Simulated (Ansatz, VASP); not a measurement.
**HgTe: VASP beside Ansatz**

INCAR

```
PREC = Accurate
ENCUT = 520
EDIFF = 1E-6
ISMEAR = -1
SIGMA = 0.08
LREAL = F
LASPH = T
NELM = 80
ALGO = Normal
ISIF = 2
LWAVE = F
LCHARG = T
GGA = PS
LELF = T
LVHAR = T
NBANDS = 16
```

KPOINTS

```
regular mesh
0
Gamma
  12 12 12
```

The input POSCAR:

```
HgTe
1.0
    0.0000000000      2.9215000000      2.9799300000
    2.9215000000      0.0000000000      2.9799300000
    2.9215000000      2.9215000000      0.0000000000
Hg Te
1 1
Direct
    0.0000000000      0.0000000000      0.0000000000
    0.5000000000      0.5000000000      0.5000000000
```

Input for Ansatz:

```yaml
crystal:
  lattice:
    - [0.0, 2.9215, 2.97993]
    - [2.9215, 0.0, 2.97993]
    - [2.9215, 2.9215, 0.0]
  atoms:
    - { symbol: Hg, position: [0.0, 0.0, 0.0] }
    - { symbol: Te, position: [0.5, 0.5, 0.5] }
kpoints:
  mp_grid: { grid: [12, 12, 12] }
  band_path:
    path:
      - [0.0, 0.0, 0.0]
      - [0.0, 0.5, 0.5]
      - [0.25, 0.75, 0.5]
      - [0.0, 0.5, 0.0]
      - [0.0, 0.0, 0.0]
      - [0.5, 0.5, 0.0]
      - [0.3701460977, 0.6298539023, 0.0]
      - [-0.3701460977, 0.3701460977, 0.0]
      - [0.0, 0.0, 0.0]
    npoints: 5
scf:
  occupations: { method: fermi_dirac, width: 0.08 }
hamiltonian:
  xc: pbesol
  pseudopotentials: { kind: all_electron, lapw: { basis_error: 0.001 } }
output:
  forces: true
  stress: true
  eigenvalues: true
```

Change from the starting cell: zz strain of +2 %.

Alike in both runs: task single point; functional PBEsol; k mesh 12 × 12 × 12; occupations fermi-dirac, width 0.08 eV; no spin polarisation.

|  | VASP | Ansatz |
| --- | --- | --- |
| version | VASP 6.6.1 | Ansatz 0.2.0 |
| potentials or method | VASP PAW PBE potentials, release 64 (Hg, Te), cutoff 520 eV | all-electron LAPW, scalar-relativistic |

```csv
,VASP,Ansatz,Ansatz less VASP
pressure (GPa),4.7,4.4,-0.28
"traceless stress, the component that is largest in VASP (GPa)",-1.13,-1.10,+0.038
```

VASP's potentials were made for PBE, not for PBEsol. Ansatz ran all-electron here, and VASP with PAW potentials.

Neither program's run includes spin-orbit coupling.
